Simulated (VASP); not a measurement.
# AlN (Cmc2_1) in VASP: notebook

AlN is run at these levels: LDA; tasks: single point.

All numbers are computed with VASP 6.6.1; they aren't measurements. Logs are shortened: lines on timing, memory, paths and dates and some standing lists are left out, and cuts for length are marked.

### Step 1. The cell of the first run

It takes space group Cmc2_1 (No. 36, orthorhombic). Conventional cell: a = 3.089 Å, b = 5.350 Å, c = 4.944 Å, α = 90.00°, β = 90.00°, γ = 90.00°. Within 2.5 Å of Al (site symmetry m) lie 4 N at 1.87 to 1.90 Å. Within 2.5 Å of N (site symmetry m) lie 4 Al at 1.87 to 1.90 Å.

### Step 2. Single point, LDA

File INCAR:

```
SYSTEM = AlN
PREC = Accurate
ENCUT = 520
EDIFF = 1E-6
ISMEAR = 0
SIGMA = 0.05
LREAL = .FALSE.
LASPH = .TRUE.
NELM = 60
ALGO = Normal
ISIF = 2
LWAVE = .FALSE.
LCHARG = .FALSE.
GGA = CA
NBANDS = 16
```

File KPOINTS:

```
Automatic mesh
0
G
  9 9 6
  0 0 0
```

File POSCAR:

```
AlN
1.0
    3.0887424016      0.0000000000      0.0000000000
   -1.5443712008      2.6749293856      0.0000000000
    0.0000000000      0.0000000000      4.9437688231
Al N
2 2
Direct
    0.3172581426      0.6345162853      0.0015212672
    0.6827418574      0.3654837147      0.5015212672
    0.3476777443      0.6953554887      0.3834787328
    0.6523222557      0.3046445113      0.8834787328
```

Potentials or basis: VASP PAW LDA potentials, release 64 (Al, N).

Started as:

```bash
> cat potpaw_LDA.64/Al/POTCAR potpaw_LDA.64/N/POTCAR > POTCAR
> mpirun -np 1 vasp_std > vasp.out
```

OUTCAR:

```text
SYSTEM = AlN
   PREC = Accurate
   ENCUT = 520
   EDIFF = 1E-6
   ISMEAR = 0
   LREAL = .FALSE.
   LASPH = .TRUE.
   NELM = 60
   ISIF = 2
   GGA = CA

 ion  position               nearest neighbor table
   1  0.317  0.635  0.002-   4 1.87   4 1.87   4 1.89   3 1.90   2 3.00   2 3.00   2 3.00   2 3.00
                             2 3.15   2 3.15
   2  0.683  0.365  0.502-   3 1.87   3 1.87   3 1.89   4 1.90   1 3.00   1 3.00   1 3.00   1 3.00
                             1 3.15   1 3.15
   3  0.348  0.695  0.383-   2 1.87   2 1.87   2 1.89   1 1.90
   4  0.652  0.305  0.883-   1 1.87   1 1.87   1 1.89   2 1.90

  LATTYP: Found a hexagonal cell.
 ALAT       =     3.0887424016
 C/A-ratio  =     1.6005766038

  Lattice vectors:

 A1 = (   3.0887424016,   0.0000000000,   0.0000000000)
 A2 = (  -1.5443712008,   2.6749293856,   0.0000000000)
 A3 = (   0.0000000000,   0.0000000000,   4.9437688231)

Analysis of symmetry for initial positions (statically):
=====================================================================
 Subroutine PRICEL returns:
 Original cell was already a primitive cell.

 Routine SETGRP: Setting up the symmetry group for a
 hexagonal supercell.

 Subroutine GETGRP returns: Found  4 space group operations
 (whereof  2 operations were pure point group operations)
 out of a pool of 24 trial point group operations.

The static configuration has the point symmetry C_1h.
 The point group associated with its full space group is C_2v.

Analysis of symmetry for dynamics (positions and initial velocities):
=====================================================================
 Subroutine PRICEL returns:
 Original cell was already a primitive cell.

 Routine SETGRP: Setting up the symmetry group for a
 hexagonal supercell.

 Subroutine GETGRP returns: Found  4 space group operations
 (whereof  2 operations were pure point group operations)
 out of a pool of 24 trial point group operations.

The dynamic configuration has the point symmetry C_1h.
 The point group associated with its full space group is C_2v.

 Subroutine INISYM returns: Found  4 space group operations
 (whereof  2 operations are pure point group operations),
 and found     1 'primitive' translations

----------------------------------------------------------------------------------------

                                     Primitive cell

  volume of cell :      40.8462

  direct lattice vectors                    reciprocal lattice vectors
     3.088742402  0.000000000  0.000000000     0.323756361  0.186920822  0.000000000
    -1.544371201  2.674929386  0.000000000     0.000000000  0.373841644  0.000000000
     0.000000000  0.000000000  4.943768823     0.000000000  0.000000000  0.202274830

  length of vectors
     3.088742402  3.088742402  4.943768823     0.373841644  0.373841644  0.202274830

  position of ions in fractional coordinates (direct lattice)
     0.317258143  0.634516285  0.001521267
     0.682741857  0.365483715  0.501521267
     0.347677744  0.695355489  0.383478733
     0.652322256  0.304644511  0.883478733

  ion indices of the primitive-cell ions
   primitive index   ion index
                 1           1
                 2           2
                 3           3
                 4           4

----------------------------------------------------------------------------------------

 KPOINTS: Automatic mesh

Automatic generation of k-mesh.
 Grid dimensions read from file:
 generate k-points for:    9    9    6

 Generating k-lattice:

  Cartesian coordinates                     Fractional coordinates (reciprocal lattice)
     0.035972929  0.020768980  0.000000000     0.111111111 -0.000000000  0.000000000
     0.000000000  0.041537960  0.000000000     0.000000000  0.111111111  0.000000000
     0.000000000  0.000000000  0.033712472     0.000000000  0.000000000  0.166666667

  Length of vectors
     0.041537960  0.041537960  0.033712472

  Shift w.r.t. Gamma in fractional coordinates (k-lattice)
     0.000000000  0.000000000  0.000000000

 Subroutine IBZKPT returns following result:
 ===========================================

 Found    100 irreducible k-points:

 Following reciprocal coordinates:
            Coordinates               Weight
  0.000000  0.000000  0.000000      1.000000
  0.111111  0.000000  0.000000      4.000000
  0.000000  0.111111  0.000000      2.000000
  0.222222 -0.000000  0.000000      4.000000
  0.000000  0.222222  0.000000      2.000000
  0.333333 -0.000000  0.000000      4.000000
[... 16 lines left out ...]
 -0.222222 -0.444444  0.000000      4.000000
  0.444444  0.333333  0.000000      4.000000
 [... further k-points ...]
   k-points           NKPTS =    100   k-points in BZ     NKDIM =    100   number of bands    NBANDS=     16
   number of dos      NEDOS =    301   number of ions     NIONS =      4
   total plane-waves  NPLWV =  23040
   dimension x,y,z NGX =    24 NGY =   24 NGZ =   40
   dimension x,y,z NGXF=    48 NGYF=   48 NGZF=   80
   ions per type =               2   2
   NGX,Y,Z   is equivalent  to a cutoff of  12.92, 12.92, 13.45 a.u.
   NGXF,Y,Z  is equivalent  to a cutoff of  25.84, 25.84, 26.90 a.u.
 SYSTEM =  AlN
   PREC   = accura    normal or accurate (medium, high low for compatibility)
   ISTART =      0    job   : 0-new  1-cont  2-samecut
   ICHARG =      2    charge: 1-file 2-atom 10-const
   ISPIN  =      1    spin polarized calculation?
   LNONCOLLINEAR =      F non collinear calculations
   LSORBIT =      F    spin-orbit coupling
   LASPH  =      T    aspherical Exc in radial PAW
   ENCUT  =  520.0 eV  38.22 Ry    6.18 a.u.   5.74  5.74  9.19*2*pi/ulx,y,z
   NELM   =     60;   NELMIN=  2; NELMDL= -5     # of ELM steps
   EDIFF  = 0.1E-05   stopping-criterion for ELM
   LREAL  =      F    real-space projection
   EDIFFG = 0.1E-04   stopping-criterion for IOM
   NSW    =      0    number of steps for IOM
   IBRION =     -1    ionic relax: 0-MD 1-quasi-New 2-CG
   NFREE  =      0    steps in history (QN), initial steepest desc. (CG)
   ISIF   =      2    stress and relaxation
   ISYM   =      2    0-nonsym 1-usesym 2-fastsym
   POTIM  = 0.5000    time-step for ionic-motion
   TEBEG  =    0.0;   TEEND  =   0.0 temperature during run
   PSTRESS=    0.0 pullay stress
   NELECT =      16.0000    total number of electrons
   NUPDOWN=      -1.0000    fix difference up-down
   EMIN   =  10.00;   EMAX   =-10.00  energy-range for DOS
   EFERMI =   0.00;   METHOD = LEGACY
   ISMEAR =     0;   SIGMA  =   0.05  broadening in eV -4-tet -1-fermi 0-gaus
   EFERMI_NEDOS =   21; number of points for ismear=-14 and -15
   IALGO  =     38    algorithm
   IMIX   =      4    mixing-type and parameters
     AMIX     =   0.40;   BMIX     =  1.00
     AMIX_MAG =   1.60;   BMIX_MAG =  1.00
  volume/ion in A,a.u.               =      10.21        68.91
  Fermi-wavevector in a.u.,A,eV,Ry     =   1.197836  2.263582 19.521797  1.434812
  Thomas-Fermi vector in A             =   2.333741
   LORBIT       =      0    0 simple, 1 ext, 2 COOP (PROOUT), +10 PAW based schemes
   GGA     = CA    functional components
   LHFCALC =     F    Hartree Fock is set to
   AEXX    =    0.0000 exact exchange contribution
   IVDW    =     0    specifies the selected vdW correction
   LEPSILON=     F    determine dielectric tensor
   LRPA    =     F    only Hartree local field effects (RPA)
 non-spin polarized calculation
 Gauss-broadening in eV      SIGMA  =   0.05
  energy-cutoff  :      520.00
  volume of cell :       40.85
 maximum number of plane-waves:      1118
   NGX = 11   NGY = 11   NGZ = 19

 number of electron      16.0000000 magnetization

 Free energy of the ion-electron system (eV)
  ---------------------------------------------------
  ext. energy  EPLUGINS =         0.00000000
  ---------------------------------------------------
  free energy    TOTEN  =       -32.78298309 eV

  energy without entropy =      -32.78298309  energy(sigma->0) =      -32.78298309

 E-fermi :   6.4527     XC(G=0): -11.3461

 val. band max:        6.1658166576   @ k =   0.0000   0.0000   0.0000
 cond. band min:      10.5002374264   @ k =   0.0000   0.0000   0.0000
 fundamental gap:      4.3344207688
 Fermi energy:         6.4526699480

 k-point     1 :       0.0000    0.0000    0.0000
  band No.  band energies     occupation
      1      -9.0517      2.00000
      2      -6.7540      2.00000
      3      -0.0296      2.00000
      4       5.1900      2.00000
      5       5.2814      2.00000
      6       5.7606      2.00000
[... 8 lines left out ...]
     15      19.0797      0.00000
     16      19.6485      0.00000

 k-point     2 :       0.1111    0.0000    0.0000
  band No.  band energies     occupation
      1      -8.8878      2.00000
      2      -6.6587      2.00000
      3       0.1602      2.00000
      4       4.5055      2.00000
      5       5.0229      2.00000
      6       5.1721      2.00000
[... 8 lines left out ...]
     15      18.9533      0.00000
     16      19.3392      0.00000

 k-point     3 :       0.0000    0.1111    0.0000
  band No.  band energies     occupation
      1      -8.8864      2.00000
      2      -6.6623      2.00000
      3       0.1631      2.00000
      4       4.5079      2.00000
      5       5.0472      2.00000
      6       5.2928      2.00000
[... 8 lines left out ...]
     15      19.0080      0.00000
     16      19.3515      0.00000

 k-point     4 :       0.2222   -0.0000    0.0000
  band No.  band energies     occupation
      1      -8.4217      2.00000
      2      -6.4166      2.00000
      3       0.7106      2.00000
      4       2.9315      2.00000
      5       3.9554      2.00000
      6       4.6222      2.00000
[... 8 lines left out ...]
     15      18.7636      0.00000
     16      19.0289      0.00000
[... 324 lines left out ...]
 k-point    22 :       0.3333    0.2222    0.0000
  band No.  band energies     occupation
      1      -6.8004      2.00000
      2      -6.1491      2.00000
      3       0.9828      2.00000
      4       2.1969      2.00000
      5       2.7406      2.00000
      6       2.8936      2.00000
[... 8 lines left out ...]
     15      18.9780      0.00000
     16      20.5443      0.00000

 k-point    23 :      -0.2222   -0.4444    0.0000
  band No.  band energies     occupation
      1      -6.7407      2.00000
      2      -6.2289      2.00000
      3       1.2011      2.00000
      4       1.9699      2.00000
      5       2.7440      2.00000
      6       3.0526      2.00000
[... 8 lines left out ...]
     15      18.7416      0.00000
     16      20.7244      0.00000

 k-point    24 :       0.4444    0.3333    0.0000
  band No.  band energies     occupation
      1      -6.8304      2.00000
      2      -6.1073      2.00000
      3       0.9452      2.00000
      4       2.0655      2.00000
      5       2.8342      2.00000
      6       2.9143      2.00000
[... 8 lines left out ...]
     15      18.7758      0.00000
     16      20.9710      0.00000

 [... further k-points ...]
[... 5 lines left out ...]
  --------------------------------------------------------------------------------------
  -------------------------------------------------------------------------------------
  Total        0.1015613      0.0481561      0.1332716      0.0000000      0.0000000      0.0000000
  in kB        3.9836989      1.8889024      5.2275231      0.0000000      0.0000000      0.0000000
  external PRESSURE =       3.7000415 kB  Pullay stress =       0.0000000 kB

 VOLUME and BASIS-vectors are now :
 -----------------------------------------------------------------------------
  energy-cutoff  :      520.00
  volume of cell :       40.85
      direct lattice vectors                 reciprocal lattice vectors
     3.088742402  0.000000000  0.000000000     0.323756361  0.186920822  0.000000000
    -1.544371201  2.674929386  0.000000000     0.000000000  0.373841644  0.000000000
     0.000000000  0.000000000  4.943768823     0.000000000  0.000000000  0.202274830

 POSITION                                       TOTAL-FORCE (eV/Angst)
 -----------------------------------------------------------------------------------
     -0.00000      1.69729      0.00752         0.000000      0.455126      0.053205
      1.54437      0.97764      2.47941         0.000000     -0.455126      0.053205
     -0.00000      1.86003      1.89583        -0.000000     -0.239126     -0.053205
      1.54437      0.81490      4.36771         0.000000      0.239126     -0.053205
 -----------------------------------------------------------------------------------
    total drift:                               -0.000000      0.000000     -0.000589

  FREE ENERGIE OF THE ION-ELECTRON SYSTEM (eV)
  ---------------------------------------------------
  free  energy   TOTEN  =       -32.7829830861 eV

  energy  without entropy=      -32.7829830861  energy(sigma->0) =      -32.78298309
```

Wall time 40 s (1 thread of Intel Xeon 6975P-C (Granite Rapids), shared host); peak memory 0.17 GiB.

Results:

| Property | Result |
| --- | --- |
| Free energy | -32.7830 eV |
| Pressure | 0.4 GPa |
| Largest force | 0.458 eV/Å |
| Band gap on the k mesh | 4.33 eV, direct |

Forces in eV/Å, atoms in the order of the input:
```
Al   0.000  0.455  0.053
Al   0.000 -0.455  0.053
N    0.000 -0.239 -0.053
N    0.000  0.239 -0.053
```

Stress tensor (GPa, compression positive):
```
0.40 0.00 0.00
0.00 0.19 0.00
0.00 0.00 0.52
```

### Step 3. Single point, LDA

This run uses another cell than the first one, of 10.47 Å³/atom, 1.025 times its volume.

File INCAR:

```
SYSTEM = AlN
  ALGO = Normal
  EDIFF = 1E-6
  ENCUT = 520
  GGA = CA
  ISIF = 2
  ISMEAR = 0
  LASPH = .TRUE.
  LCHARG = .FALSE.
  LREAL = .FALSE.
  LWAVE = .FALSE.
  NBANDS = 16
  NELM = 80
  PREC = Accurate
  SIGMA = 0.05
```

File KPOINTS:

```
k-points
0
G
  9 9 6
  0 0 0
```

File POSCAR:

```
AlN
1.0
    3.1143789636      0.0000000000      0.0000000000
   -1.5571894818      2.6971312995      0.0000000000
    0.0000000000      0.0000000000      4.9848021043
Al N
2 2
Direct
    0.3494085240      0.6988170481      0.0015212672
    0.6505914760      0.3011829519      0.5015212672
    0.3189889223      0.6379778447      0.3834787328
    0.6810110777      0.3620221553      0.8834787328
```

Potentials or basis: VASP PAW LDA potentials, release 64 (Al, N).

Started as:

```bash
> cat potpaw_LDA.64/Al/POTCAR potpaw_LDA.64/N/POTCAR > POTCAR
> mpirun -np 1 vasp_std > vasp.out
```

OUTCAR:

```text
SYSTEM = AlN
   EDIFF = 1E-6
   ENCUT = 520
   GGA = CA
   ISIF = 2
   ISMEAR = 0
   LASPH = .TRUE.
   LREAL = .FALSE.
   NELM = 80
   PREC = Accurate

 ion  position               nearest neighbor table
   1  0.349  0.699  0.002-   4 1.88   4 1.90   4 1.90   3 1.91   2 2.98   2 2.98   2 3.13   2 3.13
                             2 3.13   2 3.13
   2  0.651  0.301  0.502-   3 1.88   3 1.90   3 1.90   4 1.91   1 2.98   1 2.98   1 3.13   1 3.13
                             1 3.13   1 3.13
   3  0.319  0.638  0.383-   2 1.88   2 1.90   2 1.90   1 1.91
   4  0.681  0.362  0.883-   1 1.88   1 1.90   1 1.90   2 1.91

  LATTYP: Found a hexagonal cell.
 ALAT       =     3.1143789636
 C/A-ratio  =     1.6005766037

  Lattice vectors:

 A1 = (   3.1143789636,   0.0000000000,   0.0000000000)
 A2 = (  -1.5571894818,   2.6971312995,   0.0000000000)
 A3 = (   0.0000000000,   0.0000000000,   4.9848021043)

Analysis of symmetry for initial positions (statically):
=====================================================================
 Subroutine PRICEL returns:
[... 173 lines left out ...]
  free energy    TOTEN  =       -32.76714622 eV

  energy without entropy =      -32.76714622  energy(sigma->0) =      -32.76714622

 E-fermi :   6.1905     XC(G=0): -11.2378

 val. band max:        5.9239668638   @ k =   0.0000   0.0000   0.0000
 cond. band min:      10.0368422608   @ k =   0.0000   0.0000   0.0000
 fundamental gap:      4.1128753970
 Fermi energy:         6.1905310918

 k-point     1 :       0.0000    0.0000    0.0000
  band No.  band energies     occupation
      1      -9.1412      2.00000
      2      -6.9232      2.00000
      3      -0.1571      2.00000
      4       4.9725      2.00000
      5       5.0334      2.00000
      6       5.5124      2.00000
[... 433 lines left out ...]
      3       1.0076      2.00000
      4       1.9152      2.00000
      5       2.4762      2.00000
      6       2.8225      2.00000
[... 8 lines left out ...]
     15      18.4586      0.00000
     16      20.1195      0.00000

 [... further k-points ...]
[... 5 lines left out ...]
  --------------------------------------------------------------------------------------
  -------------------------------------------------------------------------------------
  Total       -1.0968653     -1.4717455     -1.0941372      0.0000000      0.0000000      0.0000000
  in kB      -41.9703310    -56.3147080    -41.8659449      0.0000000      0.0000000      0.0000000
  external PRESSURE =     -46.7169946 kB  Pullay stress =       0.0000000 kB

 VOLUME and BASIS-vectors are now :
 -----------------------------------------------------------------------------
  energy-cutoff  :      520.00
  volume of cell :       41.87
      direct lattice vectors                 reciprocal lattice vectors
     3.114378964  0.000000000  0.000000000     0.321091303  0.185382150  0.000000000
    -1.557189482  2.697131300  0.000000000     0.000000000  0.370764301  0.000000000
     0.000000000  0.000000000  4.984802104     0.000000000  0.000000000  0.200609769

 POSITION                                       TOTAL-FORCE (eV/Angst)
 -----------------------------------------------------------------------------------
     -0.00000      1.88480      0.00758        -0.000000     -0.519950      0.057382
      1.55719      0.81233      2.49998         0.000000      0.519950      0.057382
     -0.00000      1.72071      1.91157         0.000000      0.224389     -0.057382
      1.55719      0.97642      4.40397        -0.000000     -0.224389     -0.057382
 -----------------------------------------------------------------------------------
    total drift:                               -0.000000     -0.000000      0.000593

  FREE ENERGIE OF THE ION-ELECTRON SYSTEM (eV)
  ---------------------------------------------------
  free  energy   TOTEN  =       -32.7671462218 eV

  energy  without entropy=      -32.7671462218  energy(sigma->0) =      -32.76714622
```

OSZICAR:

```text
N       E                     dE             d eps       ncg     rms          rms(c)
DAV:   1     0.359407893813E+02    0.35941E+02   -0.73244E+03  3216   0.893E+02
DAV:   2    -0.346376454625E+02   -0.70578E+02   -0.64844E+02  4536   0.175E+02
DAV:   3    -0.377729881764E+02   -0.31353E+01   -0.31258E+01  3984   0.376E+01
DAV:   4    -0.377885724809E+02   -0.15584E-01   -0.15583E-01  4024   0.320E+00
DAV:   5    -0.377887282678E+02   -0.15579E-03   -0.15579E-03  3984   0.312E-01    0.122E+01
DAV:   6    -0.328802033406E+02    0.49085E+01   -0.11435E+01  3360   0.239E+01    0.431E+00
DAV:   7    -0.328286832608E+02    0.51520E-01   -0.49924E-01  3936   0.464E+00    0.280E+00
DAV:   8    -0.327698530070E+02    0.58830E-01   -0.72132E-02  3472   0.225E+00    0.354E-01
DAV:   9    -0.327670418020E+02    0.28112E-02   -0.59120E-03  4112   0.549E-01    0.224E-01
DAV:  10    -0.327671982724E+02   -0.15647E-03   -0.59435E-04  3672   0.155E-01    0.118E-01
DAV:  11    -0.327671466311E+02    0.51641E-04   -0.89875E-05  3792   0.701E-02    0.204E-02
DAV:  12    -0.327671462218E+02    0.40929E-06   -0.14286E-06  3288   0.926E-03
   1 F= -.32767146E+02 E0= -.32767146E+02  d E =-.263017E-16
```

stdout:

```text
POSCAR found type information on POSCAR AlN
 POSCAR found :  2 types and       4 ions
 scaLAPACK will be used
 LDA part: xc-table for (Slater(with rela. corr.)+CA(PZ))
 , standard interpolation
 POSCAR, INCAR and KPOINTS ok, starting setup
 FFT: planning ... GRIDC
 FFT: planning ... GRID_SOFT
 FFT: planning ... GRID
 WAVECAR not read
 entering main loop
```

Run time: 41 s. Hardware: 1 thread of Intel Xeon 6975P-C (Granite Rapids), shared host; peak memory 0.17 GiB.

Results:

```yaml
Free_energy: -32.7671 eV
Pressure: -4.7 GPa
Largest_force: 0.523 eV/Å
Band_gap_on_the_k_mesh: 4.11 eV, direct
```

Forces on the atoms (eV/Å):
```
Al   0.000 -0.520  0.057
Al   0.000  0.520  0.057
N    0.000  0.224 -0.057
N    0.000 -0.224 -0.057
```

A k mesh can miss the band edges. As with any semilocal functional, this LDA gap is likely too small.

[end of part 1 of 2]
